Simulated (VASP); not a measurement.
A run of VASP 6.6.1:

INCAR

```
PREC     = Accurate       # precision mode
ENCUT    = 520            # plane-wave cutoff, eV
EDIFF    = 1E-6           # SCF threshold, eV
ISMEAR   = 0              # smearing method
SIGMA    = 0.1            # smearing width, eV
LREAL    = False          # projectors in reciprocal space
LASPH    = True           # aspherical terms in the spheres
NELM     = 100            # most SCF steps
ALGO     = Normal         # electronic algorithm
ISIF     = 2              # what is computed and relaxed
LWAVE    = False          # write WAVECAR
LCHARG   = False          # write CHGCAR
GGA      = PE             # functional
NBANDS   = 26             # bands
```

The input KPOINTS:

```
Automatic mesh
0
Gamma
  4 4 4
```

Contents of POSCAR:

```
SnTe3As
1.0
    5.6210384900      0.0000000000      0.0000000000
    0.0000000000      5.6210384900      0.0000000000
    0.0000000000      0.0000000000      5.6210384900
Sn Te As
1 3 1
Direct
    0.0000000000      0.0000000000      0.0000000000
    0.5000000000      0.0000000000      0.0000000000
    0.0000000000      0.5000000000      0.0000000000
    0.0000000000      0.0000000000      0.5000000000
    0.5000000000      0.5000000000      0.5000000000
```

Potentials or basis: VASP PAW PBE potentials, release 64 (Sn_d, Te, As).

Launch:

```sh
$ cat potpaw_PBE.64/Sn_d/POTCAR potpaw_PBE.64/Te/POTCAR potpaw_PBE.64/As/POTCAR > POTCAR
$ mpirun -np 1 vasp_std > vasp.out
```

Hardware: 1 thread of Intel(R) Xeon(R) Platinum 8259CL CPU @ 2.50GHz (Skylake/Cascade Lake) (shared host).

Question: Estimate the wall time of this run.

Answer: It took 46 s on 1 thread of Intel(R) Xeon(R) Platinum 8259CL CPU @ 2.50GHz (Skylake/Cascade Lake), on a shared host, peak memory 0.27 GiB. Counts: scf iterations 14, k points 10.
